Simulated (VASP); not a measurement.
# BP (F-43m) in VASP: settings compared

BP is run at these levels: PBEsol+D3(BJ), PBEsol+D4, PBEsol; tasks: single point.

All numbers are computed with VASP 6.6.1; they aren't measurements. Logs are shortened: lines on timing, memory, paths and dates and some standing lists are left out, and cuts for length are marked.

## Step 1: The cell of the first run

The structure is cubic, space group F-43m (No. 216). Conventional cell: a = 4.494 Å, b = 4.494 Å, c = 4.494 Å, α = 90.00°, β = 90.00°, γ = 90.00°. P (site symmetry -43m) has 4 B at 1.95 Å within 2.6 Å. Within 2.6 Å of B (site symmetry -43m) lie 4 P at 1.95 Å.

## Step 2: Single point, PBEsol+D3(BJ)

Input file INCAR:

```
SYSTEM = BP
PREC     = Accurate       ! precision mode
ENCUT    = 520            ! plane-wave cutoff, eV
EDIFF    = 1E-7           ! SCF threshold, eV
ISMEAR   = -1             ! smearing method
SIGMA    = 0.05           ! smearing width, eV
LREAL    = .FALSE.        ! projectors in reciprocal space
LASPH    = .TRUE.         ! aspherical terms in the spheres
NELM     = 80             ! most SCF steps
ALGO     = Normal         ! electronic algorithm
ISIF     = 2              ! what is computed and relaxed
LWAVE    = .FALSE.        ! write WAVECAR
LCHARG   = .TRUE.         ! write CHGCAR
GGA      = PS             ! functional
IVDW     = 12             ! dispersion correction
LELF     = .TRUE.         ! ELF
LVHAR    = .TRUE.       
NBANDS   = 11             ! bands
```

Input file KPOINTS:

```
Automatic mesh
0
G
  10 10 10
  0 0 0
```

Input file POSCAR:

```
BP
1.0
    0.0000000000      2.2470200279      2.2470200279
    2.2470200279      0.0000000000      2.2470200279
    2.2470200279      2.2470200279      0.0000000000
P B
1 1
Direct
    0.7500000000      0.7500000000      0.7500000000
    0.0000000000      0.0000000000      0.0000000000
```

Potentials or basis: VASP PAW PBE potentials, release 64 (P, B).

The run is started by

```bash
$ cat potpaw_PBE.64/P/POTCAR potpaw_PBE.64/B/POTCAR > POTCAR
$ mpirun -np 1 vasp_std > vasp.out
```

OUTCAR:

```text
SYSTEM = BP
   PREC = Accurate
   ENCUT = 520
   EDIFF = 1E-7
   ISMEAR = -1
   LREAL = .FALSE.
   LASPH = .TRUE.
   NELM = 80
   ISIF = 2
   GGA = PS
   IVDW = 12
 IVDW          = 12

 ion  position               nearest neighbor table
   1  0.750  0.750  0.750-   2 1.95   2 1.95   2 1.95   2 1.95
   2  0.000  0.000  0.000-   1 1.95   1 1.95   1 1.95   1 1.95

  LATTYP: Found a face centered cubic cell.
 ALAT       =     4.4940400558

  Lattice vectors:

 A1 = (   0.0000000000,   2.2470200279,   2.2470200279)
 A2 = (   2.2470200279,   0.0000000000,   2.2470200279)
 A3 = (   2.2470200279,   2.2470200279,   0.0000000000)

Analysis of symmetry for initial positions (statically):
=====================================================================
 Subroutine PRICEL returns:
 Original cell was already a primitive cell.

 Routine SETGRP: Setting up the symmetry group for a
 face centered cubic supercell.

 Subroutine GETGRP returns: Found 24 space group operations
 (whereof 24 operations were pure point group operations)
 out of a pool of 48 trial point group operations.

The static configuration has the point symmetry T_d .

Analysis of symmetry for dynamics (positions and initial velocities):
=====================================================================
 Subroutine PRICEL returns:
 Original cell was already a primitive cell.

 Routine SETGRP: Setting up the symmetry group for a
 face centered cubic supercell.

 Subroutine GETGRP returns: Found 24 space group operations
 (whereof 24 operations were pure point group operations)
 out of a pool of 48 trial point group operations.

The dynamic configuration has the point symmetry T_d .

 Subroutine INISYM returns: Found 24 space group operations
 (whereof 24 operations are pure point group operations),
 and found     1 'primitive' translations

----------------------------------------------------------------------------------------

                                     Primitive cell

  volume of cell :      22.6909

  direct lattice vectors                    reciprocal lattice vectors
     0.000000000  2.247020028  2.247020028    -0.222516931  0.222516931  0.222516931
     2.247020028  0.000000000  2.247020028     0.222516931 -0.222516931  0.222516931
     2.247020028  2.247020028  0.000000000     0.222516931  0.222516931 -0.222516931

  length of vectors
     3.177766198  3.177766198  3.177766198     0.385410630  0.385410630  0.385410630

  position of ions in fractional coordinates (direct lattice)
     0.750000000  0.750000000  0.750000000
[... 82 lines left out ...]
   IBRION =     -1    ionic relax: 0-MD 1-quasi-New 2-CG
   NFREE  =      0    steps in history (QN), initial steepest desc. (CG)
   ISIF   =      2    stress and relaxation
   ISYM   =      2    0-nonsym 1-usesym 2-fastsym
   POTIM  = 0.5000    time-step for ionic-motion
   TEBEG  =    0.0;   TEEND  =   0.0 temperature during run
   PSTRESS=    0.0 pullay stress
   NELECT =       8.0000    total number of electrons
   NUPDOWN=      -1.0000    fix difference up-down
   EMIN   =  10.00;   EMAX   =-10.00  energy-range for DOS
[... 5 lines left out ...]
     AMIX     =   0.40;   BMIX     =  1.00
     AMIX_MAG =   1.60;   BMIX_MAG =  1.00
  volume/ion in A,a.u.               =      11.35        76.56
  Fermi-wavevector in a.u.,A,eV,Ry     =   1.156524  2.185513 18.198434  1.337547
  Thomas-Fermi vector in A             =   2.293143
   LORBIT       =      0    0 simple, 1 ext, 2 COOP (PROOUT), +10 PAW based schemes
   GGA     = PS    functional components
   LHFCALC =     F    Hartree Fock is set to
   AEXX    =    0.0000 exact exchange contribution
   IVDW    =    12    specifies the selected vdW correction
   LEPSILON=     F    determine dielectric tensor
   LRPA    =     F    only Hartree local field effects (RPA)
 non-spin polarized calculation
  energy-cutoff  :      520.00
  volume of cell :       22.69
 maximum number of plane-waves:       620
   NGX = 11   NGY = 11   NGZ = 11

 number of electron       8.0000001 magnetization

 Free energy of the ion-electron system (eV)
  ---------------------------------------------------
  ext. energy  EPLUGINS =         0.00000000
  ---------------------------------------------------
  free energy    TOTEN  =       -13.66943924 eV

  energy without entropy =      -13.66943905  energy(sigma->0) =      -13.66943914

 E-fermi :   8.2812     XC(G=0): -11.1692

 val. band max:        7.7541007728   @ k =   0.0000   0.0000   0.0000
 cond. band min:       8.8470058474   @ k =   0.4000   0.4000   0.0000
 fundamental gap:      1.0929050745
 Fermi energy:         8.2812183886

 k-point     1 :       0.0000    0.0000    0.0000
  band No.  band energies     occupation
      1      -8.0070      2.00000
      2       7.7541      1.99995
      3       7.7541      1.99995
      4       7.7541      1.99995
      5      11.1557      0.00000
      6      11.1557      0.00000
      7      11.1557      0.00000
      8      15.5427      0.00000
      9      19.2002      0.00000
     10      19.9623      0.00000
     11      19.9623      0.00000
[... 309 lines left out ...]
 k-point    24 :       0.4000    0.3000    0.0000
  band No.  band energies     occupation
      1      -4.9790      2.00000
      2       1.5262      2.00000
      3       3.5554      2.00000
      4       4.1186      2.00000
      5       9.4442      0.00000
      6      11.2424      0.00000
      7      17.3964      0.00000
      8      17.4197      0.00000
      9      22.0301      0.00000
     10      23.1857      0.00000
     11      25.0999      0.00000

 [... further k-points ...]

------------------------ aborting loop because EDIFF is reached ----------------------------------------

 Edisp (eV)   -0.51630

 E8    (eV) :    -0.2978

  FORCE on cell =-STRESS in cart. coord.  units (eV):
  Direction    XX          YY          ZZ          XY          YZ          ZX
  --------------------------------------------------------------------------------------
  -------------------------------------------------------------------------------------
  Total      -0.07645    -0.07645    -0.07645    -0.00000     0.00000    -0.00000
  in kB      -5.39822    -5.39822    -5.39822    -0.00000     0.00000    -0.00000
  external pressure =       -5.40 kB  Pullay stress =        0.00 kB

 VOLUME and BASIS-vectors are now :
 -----------------------------------------------------------------------------
  energy-cutoff  :      520.00
  volume of cell :       22.69
      direct lattice vectors                 reciprocal lattice vectors
     0.000000000  2.247020028  2.247020028    -0.222516931  0.222516931  0.222516931
     2.247020028  0.000000000  2.247020028     0.222516931 -0.222516931  0.222516931
     2.247020028  2.247020028  0.000000000     0.222516931  0.222516931 -0.222516931

 POSITION                                       TOTAL-FORCE (eV/Angst)
 -----------------------------------------------------------------------------------
      3.37053      3.37053      3.37053         0.000000      0.000000      0.000000
      0.00000      0.00000      0.00000        -0.000000     -0.000000     -0.000000
 -----------------------------------------------------------------------------------
    total drift:                               -0.000000     -0.000000     -0.000000

  FREE ENERGIE OF THE ION-ELECTRON SYSTEM (eV)
  ---------------------------------------------------
  free  energy   TOTEN  =       -14.1857396900 eV

  energy  without entropy=      -14.1857394924  energy(sigma->0) =      -14.18573959
```

stdout:

```text
POSCAR found type information on POSCAR P B
 POSCAR found :  2 types and       2 ions
 scaLAPACK will be used
 -----------------------------------------------------------------------------
|                                                                             |
|                                                                             |
|     You enforced a specific xc type in the INCAR file but a different       |
|     I HOPE YOU KNOW WHAT YOU ARE DOING!                                     |
|                                                                             |
 -----------------------------------------------------------------------------

 LDA part: xc-table for (Slater+PW92), standard interpolation
 POSCAR, INCAR and KPOINTS ok, starting setup
 FFT: planning ... GRIDC
 FFT: planning ... GRID_SOFT
 FFT: planning ... GRID
 WAVECAR not read
 entering main loop
```

Wall time 6.7 s (1 thread of Intel Xeon Platinum 8375C at 2.90GHz (Ice Lake), shared host); peak memory 0.15 GiB.

Results:

| Quantity | Value |
| --- | --- |
| Free energy | -14.1857 eV |
| Pressure | -0.5 GPa |
| Band gap on the k mesh | 1.09 eV, indirect (least direct gap 3.40 eV) |
| Dispersion energy per atom | -0.258 eV |

Caveat: three body term missing; the PAW data sets were made with another functional, which shifts forces and pressure a little. A k mesh can miss the band edges.

## Step 3: Single point, PBEsol+D4

Input file INCAR:

```
PREC     = Accurate       # precision mode
ENCUT    = 520            # plane-wave cutoff, eV
EDIFF    = 1E-7           # SCF threshold, eV
ISMEAR   = -1             # smearing method
SIGMA    = 0.05           # smearing width, eV
LREAL    = False          # projectors in reciprocal space
LASPH    = True           # aspherical terms in the spheres
NELM     = 80             # most SCF steps
ALGO     = Normal         # electronic algorithm
ISIF     = 2              # what is computed and relaxed
LWAVE    = False          # write WAVECAR
LCHARG   = False          # write CHGCAR
GGA      = PS             # functional
IVDW     = 13             # dispersion correction
NBANDS   = 11             # bands
```

Input file KPOINTS:

```
regular mesh
0
Gamma
  10 10 10
```

Input file POSCAR:

```
BP
1.0
    0.0000000000      2.2477463077      2.2477463077
    2.2477463077      0.0000000000      2.2477463077
    2.2477463077      2.2477463077      0.0000000000
P B
1 1
Direct
    0.7500000000      0.7500000000      0.7500000000
    0.0000000000      0.0000000000      0.0000000000
```

Potentials or basis: VASP PAW PBE potentials, release 64 (P, B).

The run is started by

```bash
$ cat potpaw_PBE.64/P/POTCAR potpaw_PBE.64/B/POTCAR > POTCAR
$ mpirun -np 1 vasp_std > vasp.out
```

Run time: 7.3 s. Hardware: 1 thread of Intel Xeon Platinum 8375C at 2.90GHz (Ice Lake), shared host; peak memory 0.14 GiB.

It converged, with:

```yaml
Free_energy: -14.0774 eV
Pressure: 0.1 GPa
Band_gap_on_the_k_mesh: 1.09 eV, indirect (least direct gap 3.40 eV)
Dispersion_energy_per_atom: -0.204 eV
```

Levels at points of the mesh, in eV from the valence-band top:
```tsv
k point	band 1	band 2	band 3	band 4	band 5	band 6	band 7	band 8
(0.00, 0.00, 0.00)	-15.75	0.00	0.00	0.00	3.40	3.40	3.40	7.77
(0.50, 0.00, 0.00)	-12.29	-9.30	-1.80	-1.80	3.90	4.67	4.67	10.02
(0.50, 0.50, 0.00)	-10.73	-8.75	-4.25	-4.25	1.17	1.49	12.36	12.36
```

Caveat: the PAW data sets were made with another functional, which shifts forces and pressure a little.

## Step 4: Single point, PBEsol

This run uses another cell than the first one, of 11.54 Å³/atom, 1.018 times its volume.

Input file INCAR:

```
SYSTEM = BP
  PREC = Accurate
  ENCUT = 520
  EDIFF = 1E-7
  ISMEAR = -1
  SIGMA = 0.05
  LREAL = .False.
  LASPH = .True.
  NELM = 80
  ALGO = Normal
  ISIF = 2
  LWAVE = .False.
  LCHARG = .False.
  GGA = PS
  NBANDS = 11
```

Input file KPOINTS:

```
regular mesh
0
Gamma
  10 10 10
  0 0 0
```

Input file POSCAR:

```
BP
1.0
    0.0000000000      2.2600864879      2.2600864879
    2.2600864879      0.0000000000      2.2600864879
    2.2600864879      2.2600864879      0.0000000000
P B
1 1
Direct
    0.7500000000      0.7500000000      0.7500000000
    0.0000000000      0.0000000000      0.0000000000
```

The run is started by

```bash
$ cat potpaw_PBE.64/P/POTCAR potpaw_PBE.64/B/POTCAR > POTCAR
$ mpirun -np 1 vasp_std > vasp.out
```

Run time: 6.7 s. Hardware: 1 thread of Intel Xeon Platinum 8375C at 2.90GHz (Ice Lake), shared host; peak memory 0.13 GiB.

The run converged. Its results:

| Property | Result |
| --- | --- |
| Free energy | -13.6736 eV |
| Pressure | 0.1 GPa |
| Band gap on the k mesh | 1.12 eV, indirect (least direct gap 3.37 eV) |

Levels at points of the mesh, in eV from the valence-band top:
```tsv
k point	band 1	band 2	band 3	band 4	band 5	band 6	band 7	band 8	band 9
(0.00, 0.00, 0.00)	-15.60	0.00	0.00	0.00	3.37	3.37	3.37	7.52	11.32
(0.50, 0.00, 0.00)	-12.21	-9.18	-1.78	-1.78	3.80	4.66	4.66	9.97	14.67
(0.50, 0.50, 0.00)	-10.67	-8.66	-4.19	-4.19	1.20	1.51	12.21	12.21	15.27
```

Caveat: the PAW data sets were made with another functional, which shifts forces and pressure a little.

## Step 5: Single point, PBEsol+D3(BJ)

This run uses another cell than the first one, of 11.68 Å³/atom, 1.030 times its volume.

Input file INCAR:

```
SYSTEM = BP
PREC     = Accurate       ! precision mode
ENCUT    = 520            ! plane-wave cutoff, eV
EDIFF    = 1E-6           ! SCF threshold, eV
ISMEAR   = -1             ! smearing method
SIGMA    = 0.05           ! smearing width, eV
LREAL    = .False.        ! projectors in reciprocal space
LASPH    = .True.         ! aspherical terms in the spheres
NELM     = 60             ! most SCF steps
ALGO     = Normal         ! electronic algorithm
ISIF     = 2              ! what is computed and relaxed
LWAVE    = .False.        ! write WAVECAR
LCHARG   = .False.        ! write CHGCAR
GGA      = PS             ! functional
IVDW     = 12             ! dispersion correction
NBANDS   = 11             ! bands
```

KPOINTS is that of step 4.

Input file POSCAR:

```
BP
1.0
    0.0000000000      2.2690000000      2.2690000000
    2.2690000000      0.0000000000      2.2690000000
    2.2690000000      2.2690000000      0.0000000000
P B
1 1
Direct
    0.7500000000      0.7500000000      0.7500000000
    0.0000000000      0.0000000000      0.0000000000
```

The run is started by

```bash
$ cat potpaw_PBE.64/P/POTCAR potpaw_PBE.64/B/POTCAR > POTCAR
$ mpirun -np 1 vasp_std > vasp.out
```

Run time: 6.7 s. Hardware: 1 thread of Intel Xeon Platinum 8375C at 2.90GHz (Ice Lake), shared host; peak memory 0.15 GiB.

Results (log left out):

```yaml
Free_energy: -14.1735 eV
Pressure: -5.3 GPa
Band_gap_on_the_k_mesh: 1.13 eV, indirect (least direct gap 3.36 eV)
Dispersion_energy_per_atom: -0.251 eV
```

Levels at points of the mesh, in eV from the valence-band top:
| k point | band 1 | band 2 | band 3 | band 4 | band 5 | band 6 | band 7 | band 8 |
| --- | --- | --- | --- | --- | --- | --- | --- | --- |
| (0.00, 0.00, 0.00) | -15.50 | 0.00 | 0.00 | 0.00 | 3.36 | 3.36 | 3.36 | 7.34 |
| (0.50, 0.00, 0.00) | -12.15 | -9.10 | -1.77 | -1.77 | 3.73 | 4.65 | 4.65 | 9.93 |
| (0.50, 0.50, 0.00) | -10.62 | -8.60 | -4.15 | -4.15 | 1.23 | 1.52 | 12.10 | 12.10 |

Caveat: three body term missing; the PAW data sets were made with another functional, which shifts forces and pressure a little.

## Step 6: Overview

```csv
level,cell,gap on the mesh (eV),pressure (GPa)
PBEsol+D3(BJ),"a = 3.178 Å, angles 60.0°, 2 atoms",1.09,-0.5
PBEsol+D4,"a = 3.179 Å, angles 60.0°, 2 atoms",1.09,0.1
PBEsol,"a = 3.196 Å, angles 60.0°, 2 atoms",1.12,0.1
PBEsol+D3(BJ),"a = 3.209 Å, angles 60.0°, 2 atoms",1.13,-5.3
```

Alike in all rows: task single point; potentials or basis VASP PAW PBE potentials, release 64 (P, B); no spin polarisation; k mesh 10 × 10 × 10; cutoff (eV) 520; smearing fermi-dirac 0.05 eV.

Caveats: the PAW data sets were made with another functional, which shifts forces and pressure a little; three body term missing (some runs).

Total energies depend on the potentials used, so only differences within one code and one set of settings carry meaning.
